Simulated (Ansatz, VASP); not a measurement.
**Two plane-wave programs on InSb3**

INCAR

```
SYSTEM = InSb3
ALGO = Normal
EDIFF = 1E-6
ENCUT = 520
GGA = PS
ISIF = 2
ISMEAR = 0
LASPH = .TRUE.
LCHARG = .FALSE.
LREAL = .FALSE.
LWAVE = .FALSE.
NBANDS = 22
NELM = 80
PREC = Accurate
SIGMA = 0.1
```

Contents of KPOINTS:

```
k-points
0
G
  10 10 10
  0 0 0
```

File POSCAR:

```
InSb3
1.0
    0.0000000000      3.7279225309      3.7279225309
    3.7279225309      0.0000000000      3.7279225309
    3.7279225309      3.7279225309      0.0000000000
In Sb
1 3
Direct
    0.0000000000      0.0000000000      0.0000000000
    0.2500000000      0.2500000000      0.2500000000
    0.7500000000      0.7500000000      0.7500000000
    0.5000000000      0.5000000000      0.5000000000
```

Input for Ansatz:

```yaml
crystal:
  lattice:
    - [0.0, 3.7279225309, 3.7279225309]
    - [3.7279225309, 0.0, 3.7279225309]
    - [3.7279225309, 3.7279225309, 0.0]
  atoms:
    - { symbol: In, position: [0.0, 0.0, 0.0] }
    - { symbol: Sb, position: [0.25, 0.25, 0.25] }
    - { symbol: Sb, position: [0.75, 0.75, 0.75] }
    - { symbol: Sb, position: [0.5, 0.5, 0.5] }
basis:
  ecutwfc: 420
kpoints:
  mp_grid: { grid: [10, 10, 10] }
  band_path:
    path:
      - [[0.0, 0.0, 0.0], [0.5, 0.0, 0.5], [0.625, 0.25, 0.625]]
      - [[0.375, 0.375, 0.75], [0.0, 0.0, 0.0], [0.5, 0.5, 0.5], [0.5, 0.25, 0.75], [0.5, 0.0, 0.5]]
    npoints: 14
hamiltonian:
  xc: pbesol
scf:
  occupations: { method: gaussian, width: 0.1 }
  n_extra_bands: 10
output:
  forces: true
  stress: true
  eigenvalues: true
  populations: true
  dos: { projected: true, de: 0.02, nscf_kmesh: { grid: [15, 15, 15] } }
  bader: true
```

Alike in both runs: task single point; functional PBEsol; k mesh 10 × 10 × 10; occupations gaussian, width 0.1 eV; no spin polarisation.

```csv
,VASP,Ansatz
version,VASP 6.6.1,Ansatz 0.2.0
potentials or method,"VASP PAW PBE potentials, release 64 (In_d, Sb), cutoff 520 eV","scalar-relativistic, plane waves, PAW"
valence electrons in the cell,28,58
```

|  | VASP | Ansatz | Ansatz less VASP |
| --- | --- | --- | --- |
| gap on the k mesh at the Fermi level (eV) | none | none | - |
| pressure (GPa) | -0.2 | -0.2 | +0.01 |

VASP's potentials were made for PBE, not for PBEsol. A gap of «none» marks a metal or a gap that the smearing closes. The functional is the same, so the differences come from potentials, cutoffs and numerics. VASP's potentials hold 28 valence electrons a cell and Ansatz's 58, so a difference there can come from the potentials and not from the codes.

Spin-orbit coupling is off throughout.
